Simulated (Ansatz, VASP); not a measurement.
## One calculation of AlAs5, two programs

The input INCAR:

```
SYSTEM = AlAs5
ALGO = Normal ; EDIFF = 1E-7
EDIFFG = -0.01 ; ENCUT = 500
GGA = PE ; GGA_COMPAT = .FALSE.
IBRION = 2 ; ISIF = 3
ISMEAR = 0 ; LASPH = .TRUE.
LCHARG = .FALSE. ; LREAL = .FALSE.
LWAVE = .FALSE. ; NELM = 120
NELMIN = 4 ; NSW = 100
PREC = Accurate ; SIGMA = 0.1
```

Contents of KPOINTS:

```
k-points
0
G
  12 12 2
  0 0 0
```

POSCAR

```
AlAs5
1.0
    3.8752558986      0.0000000000      0.0000000000
   -1.9376279493      3.3560700543      0.0000000000
    0.0000000000      0.0000000000     21.8138880648
Al As
2 10
Direct
    0.3333333333      0.6666666667      0.0404220451
    0.6666666667      0.3333333333      0.9595779549
    0.0000000000      0.0000000000      0.3904068771
    0.3333333333      0.6666666667      0.4484937874
    1.0000000000      1.0000000000      0.6095931229
    0.6666666667      0.3333333333      0.5515062126
    0.6666666667      0.3333333333      0.0829443016
    0.3333333333      0.6666666667      0.2289463442
    0.3333333333      0.6666666667      0.9170556984
    0.6666666667      0.3333333333      0.7710536558
    0.3333333333      0.6666666667      0.7120591466
    0.6666666667      0.3333333333      0.2879408534
```

Input for Ansatz:

```yaml
crystal:
  lattice:
    - [3.8752558986, 0.0, 0.0]
    - [-1.9376279493, 3.3560700543, 0.0]
    - [0.0, 0.0, 21.8138880648]
  atoms:
    - { symbol: Al, position: [0.3333333333, 0.6666666667, 0.0404220451] }
    - { symbol: Al, position: [0.6666666667, 0.3333333333, 0.9595779549] }
    - { symbol: As, position: [0.0, 0.0, 0.3904068771] }
    - { symbol: As, position: [0.3333333333, 0.6666666667, 0.4484937874] }
    - { symbol: As, position: [1.0, 1.0, 0.6095931229] }
    - { symbol: As, position: [0.6666666667, 0.3333333333, 0.5515062126] }
    - { symbol: As, position: [0.6666666667, 0.3333333333, 0.0829443016] }
    - { symbol: As, position: [0.3333333333, 0.6666666667, 0.2289463442] }
    - { symbol: As, position: [0.3333333333, 0.6666666667, 0.9170556984] }
    - { symbol: As, position: [0.6666666667, 0.3333333333, 0.7710536558] }
    - { symbol: As, position: [0.3333333333, 0.6666666667, 0.7120591466] }
    - { symbol: As, position: [0.6666666667, 0.3333333333, 0.2879408534] }
basis:
  ecutwfc: 420
kpoints:
  mp_grid: { grid: [12, 12, 2] }
hamiltonian:
  xc: pbe
scf:
  occupations: { method: gaussian, width: 0.1 }
output:
  forces: true
  stress: true
  eigenvalues: true
relax:
  adjacent_minimum: "off"
  f_tol: 0.01
  max_steps: 80
  cell: { stress_tol: 0.05 }
```

Alike in both runs: task relaxation of cell and atoms; functional PBE; k mesh 12 × 12 × 2; occupations gaussian, width 0.1 eV; no spin polarisation.

|  | VASP | Ansatz |
| --- | --- | --- |
| version | VASP 6.6.1 | Ansatz 0.2.0 |
| potentials or method | VASP PAW PBE potentials, release 64 (Al, As), cutoff 500 eV | scalar-relativistic, plane waves, PAW |
| valence electrons in the cell | 56 | 156 |

```csv
,VASP,Ansatz,Ansatz less VASP
"gap on the k mesh at the Fermi level, each at its own relaxed structure (eV)",none,none,-
relaxed volume (Å³/atom),23.95,23.97,+0.022
relaxed length of the cell vector where the two differ most in proportion (Å),22.084,22.139,+0.0554
```

A gap of «none» marks a metal or a gap that the smearing closes. VASP's potentials hold 56 valence electrons a cell and Ansatz's 156, so a difference there can come from the potentials and not from the codes.
